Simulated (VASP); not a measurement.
# SrTiO3 (I4/mcm) in VASP: a series of runs

The runs below take SrTiO3 through single point, with LDA, PBEsol, PBE.

Program: VASP 6.6.1. These are calculated values, not measurements. Logs are shortened: lines on timing, memory, paths and dates and some standing lists are left out, and cuts for length are marked.

**1. The cell of the first run**

The structure is tetragonal, space group I4/mcm (No. 140). The conventional cell has a = 5.431 Å, b = 5.431 Å, c = 7.742 Å, α = 90.00°, β = 90.00°, γ = 90.00°. Within 3.4 Å of Sr (site symmetry -42m) lie 12 O at 2.58 to 2.88 Å and 8 Ti at 3.33 Å. Within 2.6 Å of Ti (site symmetry 4/m) lie 6 O at 1.93 to 1.94 Å. O (site symmetry m2m) has 2 Ti at 1.93 Å and 2 Sr at 2.58 Å within 2.6 Å. O (site symmetry 422) has 2 Ti at 1.94 Å within 2.6 Å.

**2. Single point, LDA**

Input file INCAR:

```
SYSTEM = SrTiO3
ALGO     = Normal         ! electronic algorithm
EDIFF    = 1E-6           ! SCF threshold, eV
ENCUT    = 520            ! plane-wave cutoff, eV
GGA      = CA             ! functional
ISIF     = 2              ! what is computed and relaxed
ISMEAR   = -1             ! smearing method
LASPH    = .TRUE.         ! aspherical terms in the spheres
LCHARG   = .FALSE.        ! write CHGCAR
LREAL    = .FALSE.        ! projectors in reciprocal space
LWAVE    = .FALSE.        ! write WAVECAR
NBANDS   = 51             ! bands
NELM     = 80             ! most SCF steps
PREC     = Accurate       ! precision mode
SIGMA    = 0.02           ! smearing width, eV
```

Input file KPOINTS:

```
k-points
0
G
  6 6 6
  0 0 0
```

Input file POSCAR:

```
SrTiO3
1.0
   -2.7153380969      2.7153380969      3.8709984096
    2.7153380969     -2.7153380969      3.8709984096
    2.7153380969      2.7153380969     -3.8709984096
Sr Ti O
2 2 6
Direct
    0.7500000000      0.2500000000      0.5000000000
    0.2500000000      0.7500000000      0.5000000000
    0.0000000000      0.0000000000      0.0000000000
    0.5000000000      0.5000000000      0.0000000000
    0.7774331478      0.2774331478      0.0548662955
    0.2774331478      0.2225668522      0.5000000000
    0.7225668522      0.7774331478      0.5000000000
    0.2225668522      0.7225668522      0.9451337045
    0.7500000000      0.7500000000      0.0000000000
    0.2500000000      0.2500000000      0.0000000000
```

Potentials or basis: VASP PAW LDA potentials, release 64 (Sr_sv, Ti_sv, O).

On the command line:

```
$ cat potpaw_LDA.64/Sr_sv/POTCAR potpaw_LDA.64/Ti_sv/POTCAR potpaw_LDA.64/O/POTCAR > POTCAR
$ mpirun -np 1 vasp_std > vasp.out
```

OUTCAR:

```text
SYSTEM = SrTiO3
   EDIFF = 1E-6
   ENCUT = 520
   GGA = CA
   ISIF = 2
   ISMEAR = -1
   LASPH = .TRUE.
   LREAL = .FALSE.
   NELM = 80
   PREC = Accurate

 ion  position               nearest neighbor table
   1  0.750  0.250  0.500-   8 2.58   7 2.58   6 2.58   5 2.58   9 2.72  10 2.72   9 2.72  10 2.72
                             5 2.88   8 2.88   6 2.88   7 2.88   3 3.33   3 3.33   4 3.33   4 3.33
   2  0.250  0.750  0.500-   5 2.58   6 2.58   7 2.58   8 2.58   9 2.72  10 2.72  10 2.72   9 2.72
                             8 2.88   5 2.88   7 2.88   6 2.88   4 3.33   3 3.33   4 3.33   3 3.33
   3  0.000  0.000  0.000-   5 1.93   8 1.93   6 1.93   7 1.93  10 1.94   9 1.94   1 3.33   2 3.33
                             1 3.33   1 3.33   2 3.33   2 3.33   1 3.33   2 3.33
   4  0.500  0.500  0.000-   5 1.93   8 1.93   7 1.93   6 1.93  10 1.94   9 1.94   1 3.33   2 3.33
                             2 3.33   1 3.33   2 3.33   1 3.33   2 3.33   1 3.33
   5  0.777  0.277  0.055-   3 1.93   4 1.93   2 2.58   1 2.58   1 2.88   2 2.88
   6  0.277  0.223  0.500-   4 1.93   3 1.93   1 2.58   2 2.58   2 2.88   1 2.88
   7  0.723  0.777  0.500-   3 1.93   4 1.93   1 2.58   2 2.58   2 2.88   1 2.88
   8  0.223  0.723  0.945-   3 1.93   4 1.93   1 2.58   2 2.58   2 2.88   1 2.88
   9  0.750  0.750  0.000-   3 1.94   4 1.94   1 2.72   2 2.72   1 2.72   2 2.72
  10  0.250  0.250  0.000-   3 1.94   4 1.94   1 2.72   2 2.72   2 2.72   1 2.72

  LATTYP: Found a body centered tetragonal cell.
 ALAT       =     5.4306761938
 C/A-ratio  =     1.4256045735

  Lattice vectors:

 A1 = (  -2.7153380969,   2.7153380969,   3.8709984096)
 A2 = (   2.7153380969,  -2.7153380969,   3.8709984096)
 A3 = (   2.7153380969,   2.7153380969,  -3.8709984096)

Analysis of symmetry for initial positions (statically):
=====================================================================
 Subroutine PRICEL returns:
 Original cell was already a primitive cell.

 Routine SETGRP: Setting up the symmetry group for a
 body centered tetragonal supercell.

 Subroutine GETGRP returns: Found 16 space group operations
 (whereof  8 operations were pure point group operations)
 out of a pool of 16 trial point group operations.

The static configuration has the point symmetry C_4h.
 The point group associated with its full space group is D_4h.

Analysis of symmetry for dynamics (positions and initial velocities):
=====================================================================
 Subroutine PRICEL returns:
 Original cell was already a primitive cell.

 Routine SETGRP: Setting up the symmetry group for a
 body centered tetragonal supercell.

 Subroutine GETGRP returns: Found 16 space group operations
 (whereof  8 operations were pure point group operations)
 out of a pool of 16 trial point group operations.

The dynamic configuration has the point symmetry C_4h.
 The point group associated with its full space group is D_4h.
[... 125 lines left out ...]
   PSTRESS=    0.0 pullay stress
   NELECT =      80.0000    total number of electrons
   NUPDOWN=      -1.0000    fix difference up-down
   EMIN   =  10.00;   EMAX   =-10.00  energy-range for DOS
   EFERMI =   0.00;   METHOD = LEGACY
   ISMEAR =    -1;   SIGMA  =   0.02  broadening in eV -4-tet -1-fermi 0-gaus
   EFERMI_NEDOS =   21; number of points for ismear=-14 and -15
   IALGO  =     38    algorithm
   IMIX   =      4    mixing-type and parameters
     AMIX     =   0.40;   BMIX     =  1.00
     AMIX_MAG =   1.60;   BMIX_MAG =  1.00
  volume/ion in A,a.u.               =      11.42        77.04
  Fermi-wavevector in a.u.,A,eV,Ry     =   1.454101  2.747852 28.768289  2.114410
  Thomas-Fermi vector in A             =   2.571291
   LORBIT       =      0    0 simple, 1 ext, 2 COOP (PROOUT), +10 PAW based schemes
   GGA     = CA    functional components
   LHFCALC =     F    Hartree Fock is set to
   AEXX    =    0.0000 exact exchange contribution
   IVDW    =     0    specifies the selected vdW correction
   LEPSILON=     F    determine dielectric tensor
   LRPA    =     F    only Hartree local field effects (RPA)
 non-spin polarized calculation
  energy-cutoff  :      520.00
  volume of cell :      114.16
 maximum number of plane-waves:      3095
 NGX is ok and might be reduce to    42
   NGX = 21   NGY = 21   NGZ = 21

 number of electron      79.9999987 magnetization

 Free energy of the ion-electron system (eV)
  ---------------------------------------------------
  ext. energy  EPLUGINS =         0.00000000
  ---------------------------------------------------
  free energy    TOTEN  =       -88.37135358 eV

  energy without entropy =      -88.37135358  energy(sigma->0) =      -88.37135358

 E-fermi :   4.5375     XC(G=0): -12.0177

 val. band max:        4.0853078164   @ k =  -0.1667   0.1667   0.0000
 cond. band min:       6.0529248064   @ k =   0.0000   0.0000   0.0000
 fundamental gap:      1.9676169900
 Fermi energy:         4.5374822606

 k-point     1 :       0.0000    0.0000    0.0000
  band No.  band energies     occupation
      1     -51.4057      2.00000
      2     -51.3995      2.00000
      3     -28.1589      2.00000
      4     -28.1589      2.00000
      5     -28.1585      2.00000
      6     -28.0828      2.00000
[... 1285 lines left out ...]
     50      10.8972      0.00000
     51      11.2732      0.00000

 [... further k-points ...]
[... 5 lines left out ...]
  --------------------------------------------------------------------------------------
  -------------------------------------------------------------------------------------
  Total        0.7985894      0.7985894      0.8262565      0.0000000      0.0000000      0.0000000
  in kB       11.2073593     11.2073593     11.5956380      0.0000000      0.0000000      0.0000000
  external PRESSURE =      11.3367855 kB  Pullay stress =       0.0000000 kB

 VOLUME and BASIS-vectors are now :
 -----------------------------------------------------------------------------
  energy-cutoff  :      520.00
  volume of cell :      114.16
      direct lattice vectors                 reciprocal lattice vectors
    -2.715338097  2.715338097  3.870998410     0.000000000  0.184139132  0.129165643
     2.715338097 -2.715338097  3.870998410     0.184139132  0.000000000  0.129165643
     2.715338097  2.715338097 -3.870998410     0.184139132  0.184139132  0.000000000

 POSITION                                       TOTAL-FORCE (eV/Angst)
 -----------------------------------------------------------------------------------
      0.00000      2.71534      1.93550        -0.000000     -0.000000     -0.000000
      2.71534      0.00000      1.93550         0.000000      0.000000     -0.000000
      0.00000      0.00000      0.00000        -0.000000     -0.000000     -0.000000
      0.00000      0.00000      3.87100        -0.000000     -0.000000     -0.000000
     -1.20869      1.50665      3.87100        -0.002343     -0.002343      0.000000
      1.20869      1.50665      0.00000         0.002343     -0.002343     -0.000000
      1.50665      1.20869      3.87100        -0.002343      0.002343     -0.000000
      3.92403      1.20869     -0.00000         0.002343      0.002343     -0.000000
      0.00000      0.00000      5.80650        -0.000000     -0.000000     -0.000000
      0.00000      0.00000      1.93550         0.000000      0.000000     -0.000000
 -----------------------------------------------------------------------------------
    total drift:                               -0.000000     -0.000000      0.000000

  FREE ENERGIE OF THE ION-ELECTRON SYSTEM (eV)
  ---------------------------------------------------
  free  energy   TOTEN  =       -88.3713535803 eV

  energy  without entropy=      -88.3713535803  energy(sigma->0) =      -88.37135358
```

stdout:

```text
POSCAR found type information on POSCAR SrTiO
 POSCAR found :  3 types and      10 ions
 scaLAPACK will be used
 LDA part: xc-table for (Slater(with rela. corr.)+CA(PZ))
 , standard interpolation
 POSCAR, INCAR and KPOINTS ok, starting setup
 FFT: planning ... GRIDC
 FFT: planning ... GRID_SOFT
 FFT: planning ... GRID
 WAVECAR not read
 entering main loop
```

Wall time 1.9 min (1 thread of Intel Xeon 6975P-C (Granite Rapids), shared host); peak memory 0.3 GiB.

Results:

```yaml
Free_energy: -88.3714 eV
Pressure: 1.1 GPa
Largest_force: 0.003 eV/Å
Band_gap_on_the_k_mesh: 1.97 eV, indirect (least direct gap 1.98 eV)
```

Forces on the atoms (eV/Å):
```
Sr   0.000  0.000  0.000
Sr   0.000  0.000  0.000
Ti   0.000  0.000  0.000
Ti   0.000  0.000  0.000
O   -0.002 -0.002  0.000
O    0.002 -0.002  0.000
O   -0.002  0.002  0.000
O    0.002  0.002  0.000
O    0.000  0.000  0.000
O    0.000  0.000  0.000
```

Levels at points of the mesh, in eV from the valence-band top:
```tsv
k point	band 36	band 37	band 38	band 39	band 40	band 41	band 42	band 43	band 44	band 45
(0.00, 0.00, 0.00)	-0.24	-0.24	-0.20	-0.02	-0.02	1.97	1.97	1.99	4.32	4.71
(0.50, 0.00, 0.00)	-0.99	-0.74	-0.74	-0.59	-0.59	3.53	3.53	3.56	3.56	3.62
(0.50, 0.50, 0.00)	-1.51	-1.39	-0.65	-0.64	-0.04	2.11	3.92	3.94	3.95	4.00
(0.50, 0.50, 0.50)	-1.47	-1.47	-0.57	-0.57	-0.07	2.16	3.86	3.86	4.12	4.12
```

A k mesh can miss the band edges. As with any semilocal functional, this LDA gap is likely too small.

**3. Single point, PBEsol**

This run uses another cell than the first one, of 11.76 Å³/atom, 1.030 times its volume.

Input file INCAR:

```
PREC     = Accurate       # precision mode
ENCUT    = 520            # plane-wave cutoff, eV
EDIFF    = 1E-7           # SCF threshold, eV
ISMEAR   = -1             # smearing method
SIGMA    = 0.02           # smearing width, eV
LREAL    = F              # projectors in reciprocal space
LASPH    = T              # aspherical terms in the spheres
NELM     = 60             # most SCF steps
ALGO     = Normal         # electronic algorithm
ISIF     = 2              # what is computed and relaxed
LWAVE    = F              # write WAVECAR
LCHARG   = T              # write CHGCAR
GGA      = PS             # functional
LELF     = T              # ELF
LVHAR    = T            
NBANDS   = 51             # bands
```

Input file KPOINTS:

```
Automatic mesh
0
Gamma
  6 6 6
```

Input file POSCAR:

```
SrTiO3
1.0
   -2.7436756795      2.7436756795      3.9043238808
    2.7436756795     -2.7436756795      3.9043238808
    2.7436756795      2.7436756795     -3.9043238808
Sr Ti O
2 2 6
Direct
    0.7500000000      0.2500000000      0.5000000000
    0.2500000000      0.7500000000      0.5000000000
    0.0000000000      0.0000000000      0.0000000000
    0.5000000000      0.5000000000      0.0000000000
    0.7745985948      0.2745985948      0.0491971896
    0.2745985948      0.2254014052      0.5000000000
    0.7254014052      0.7745985948      0.5000000000
    0.2254014052      0.7254014052      0.9508028104
    0.7500000000      0.7500000000      0.0000000000
    0.2500000000      0.2500000000      0.0000000000
```

Potentials or basis: VASP PAW PBE potentials, release 64 (Sr_sv, Ti_sv, O).

On the command line:

```
$ cat potpaw_PBE.64/Sr_sv/POTCAR potpaw_PBE.64/Ti_sv/POTCAR potpaw_PBE.64/O/POTCAR > POTCAR
$ mpirun -np 1 vasp_std > vasp.out
```

Run time: 2 min. Hardware: 1 thread of Intel Xeon 6975P-C (Granite Rapids), shared host; peak memory 0.35 GiB.

It converged, with:

| Quantity | Value |
| --- | --- |
| Free energy | -84.0425 eV |
| Pressure | 0.7 GPa |
| Largest force | 0.006 eV/Å |
| Band gap on the k mesh | 1.94 eV, indirect (least direct gap 1.95 eV) |

Forces in eV/Å, atoms in the order of the input:
```
Sr   0.000  0.000  0.000
Sr   0.000  0.000  0.000
Ti   0.000  0.000  0.000
Ti   0.000  0.000  0.000
O   -0.004 -0.004  0.000
O    0.004 -0.004  0.000
O   -0.004  0.004  0.000
O    0.004  0.004  0.000
O    0.000  0.000  0.000
O    0.000  0.000  0.000
```

Levels at points of the mesh, in eV from the valence-band top:
```tsv
k point	band 38	band 39	band 40	band 41	band 42	band 43
(0.00, 0.00, 0.00)	-0.15	-0.01	-0.01	1.94	1.94	1.96
(0.50, 0.00, 0.00)	-0.75	-0.58	-0.58	3.43	3.43	3.47
(0.50, 0.50, 0.00)	-0.67	-0.66	-0.04	2.08	3.81	3.83
(0.50, 0.50, 0.50)	-0.61	-0.61	-0.07	2.12	3.76	3.76
```

Caveat: the PAW data sets were made with another functional, which shifts forces and pressure a little. A k mesh can miss the band edges.

**4. Single point, PBE**

This run uses another cell than the first one, of 11.92 Å³/atom, 1.044 times its volume.

Input file INCAR:

```
SYSTEM = SrTiO3
ALGO = Normal ; EDIFF = 1E-6
ENCUT = 520 ; GGA = PE
ISIF = 2 ; ISMEAR = -1
LASPH = .True. ; LCHARG = .False.
LREAL = .False. ; LWAVE = .False.
NBANDS = 51 ; NELM = 100
PREC = Accurate ; SIGMA = 0.02
```

Input file KPOINTS:

```
k-points
0
Gamma
  6 6 6
  0 0 0
```

Input file POSCAR:

```
SrTiO3
1.0
   -2.7589050186      2.7589050186      3.9136137928
    2.7589050186     -2.7589050186      3.9136137928
    2.7589050186      2.7589050186     -3.9136137928
Sr Ti O
2 2 6
Direct
    0.7500000000      0.2500000000      0.5000000000
    0.2500000000      0.7500000000      0.5000000000
    0.0000000000      0.0000000000      0.0000000000
    0.5000000000      0.5000000000      0.0000000000
    0.7669008901      0.2669008901      0.0338017802
    0.2669008901      0.2330991099      0.5000000000
    0.7330991099      0.7669008901      0.5000000000
    0.2330991099      0.7330991099      0.9661982198
    0.7500000000      0.7500000000      0.0000000000
    0.2500000000      0.2500000000      0.0000000000
```

On the command line:

```
$ cat potpaw_PBE.64/Sr_sv/POTCAR potpaw_PBE.64/Ti_sv/POTCAR potpaw_PBE.64/O/POTCAR > POTCAR
$ mpirun -np 1 vasp_std > vasp.out
```

It took 2 min on 1 thread of Intel Xeon 6975P-C (Granite Rapids), shared host; peak memory 0.35 GiB.

It converged, with:

```yaml
Free_energy: -80.1653 eV
Pressure: 4.7 GPa
Largest_force: 0.024 eV/Å
Band_gap_on_the_k_mesh: 1.91 eV
```

Forces on the atoms (eV/Å):
```
Sr   0.000  0.000  0.000
Sr   0.000  0.000  0.000
Ti   0.000  0.000  0.000
Ti   0.000  0.000  0.000
O    0.017  0.017  0.000
O   -0.017  0.017  0.000
O    0.017 -0.017  0.000
O   -0.017 -0.017  0.000
O    0.000  0.000  0.000
O    0.000  0.000  0.000
```

Levels at points of the mesh, in eV from the valence-band top:
| k point | band 38 | band 39 | band 40 | band 41 | band 42 | band 43 |
| --- | --- | --- | --- | --- | --- | --- |
| (0.00, 0.00, 0.00) | -0.07 | 0.00 | 0.00 | 1.91 | 1.91 | 1.92 |
| (0.50, 0.00, 0.00) | -0.81 | -0.59 | -0.59 | 3.37 | 3.37 | 3.41 |
| (0.50, 0.50, 0.00) | -0.70 | -0.69 | -0.07 | 2.06 | 3.76 | 3.77 |
| (0.50, 0.50, 0.50) | -0.67 | -0.67 | -0.08 | 2.08 | 3.72 | 3.72 |

A k mesh can miss the band edges. PBE gaps usually lie below the measured ones, often by a third to a half.

[end of part 1 of 2]
